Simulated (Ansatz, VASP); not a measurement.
## MoS2 in VASP and in Ansatz

INCAR

```
ALGO     = Fast           # electronic algorithm
DIPOL    = 0.5 0.5 0.390
EDIFF    = 1E-7           # SCF threshold, eV
ENCUT    = 520            # plane-wave cutoff, eV
GGA      = PE             # functional
IDIPOL   = 3            
ISIF     = 2              # what is computed and relaxed
ISMEAR   = 0              # smearing method
IVDW     = 12             # dispersion correction
LASPH    = T              # aspherical terms in the spheres
LCHARG   = T              # write CHGCAR
LDIPOL   = T            
LELF     = T              # ELF
LREAL    = F              # projectors in reciprocal space
LVACPOTAV= T            
LVHAR    = T            
LWAVE    = F              # write WAVECAR
NBANDS   = 35             # bands
NELM     = 80             # most SCF steps
PREC     = Accurate       # precision mode
SIGMA    = 0.1            # smearing width, eV
```

Contents of KPOINTS:

```
k-points
0
Gamma
  12 12 1
```

The input POSCAR:

```
MoS2
1.0
    3.1346592763      0.0000000000      0.0000000000
   -1.5673296382      2.7146945655      0.0000000000
    0.0000000000      0.0000000000     23.9375766064
S Mo
4 2
Direct
    0.0000000000      0.0000000000      0.1879889545
    0.3333333333      0.6666666667      0.3224548763
    0.3333333333      0.8333333333      0.4578069235
    0.6666666667      1.5000000000      0.5922728453
    0.6666666667      0.3333333333      0.2552219154
    1.0000000000      1.1666666667      0.5250398844
```

Input for Ansatz:

```yaml
crystal:
  lattice:
    - [3.1346592763, 0.0, 0.0]
    - [-1.5673296382, 2.7146945655, 0.0]
    - [0.0, 0.0, 23.9375766064]
  atoms:
    - { symbol: S, position: [0.0, 0.0, 0.1879889545] }
    - { symbol: Mo, position: [0.6666666667, 0.3333333333, 0.2552219154] }
    - { symbol: S, position: [0.3333333333, 0.6666666667, 0.3224548763] }
    - { symbol: S, position: [0.3333333333, 0.8333333333, 0.4578069235] }
    - { symbol: Mo, position: [1.0, 1.1666666667, 0.5250398844] }
    - { symbol: S, position: [0.6666666667, 1.5, 0.5922728453] }
basis:
  ecutwfc: 420
kpoints:
  mp_grid: { grid: [12, 12, 1] }
hamiltonian:
  xc: pbe
  pseudopotentials: { kind: paw, azcp: { folder: soft_1 } }
  dispersion: d3bj
scf:
  occupations: { method: gaussian, width: 0.1 }
output:
  forces: true
  eigenvalues: true
  write_density: true
  write_potential: true
  elf: true
  volumetric_format: npy
efield:
  axis: 3
  dipole_correction: true
  ramp_width: 0.04
```

Alike in both runs: task single point; functional PBE; dispersion D3(BJ); k mesh 12 × 12 × 1; occupations gaussian, width 0.1 eV; no spin polarisation.

|  | VASP | Ansatz |
| --- | --- | --- |
| version | VASP 6.6.1 | Ansatz 0.2.0 |
| potentials or method | VASP PAW PBE potentials, release 64 (S, Mo_sv), cutoff 520 eV | scalar-relativistic, plane waves, PAW |
| valence electrons in the cell | 52 | 52 |

|  | VASP | Ansatz | Ansatz less VASP |
| --- | --- | --- | --- |
| gap on the k mesh at the Fermi level (eV) | none | none | - |
| rms of the force components (eV/Å) | 0.043 | 0.040 | -0.0039 |
| work function, face that differs most (eV) | 5.08 | 5.10 | +0.023 |

A gap of «none» marks a metal or a gap that the smearing closes. Ansatz's warnings: xc potential rough in thin density.
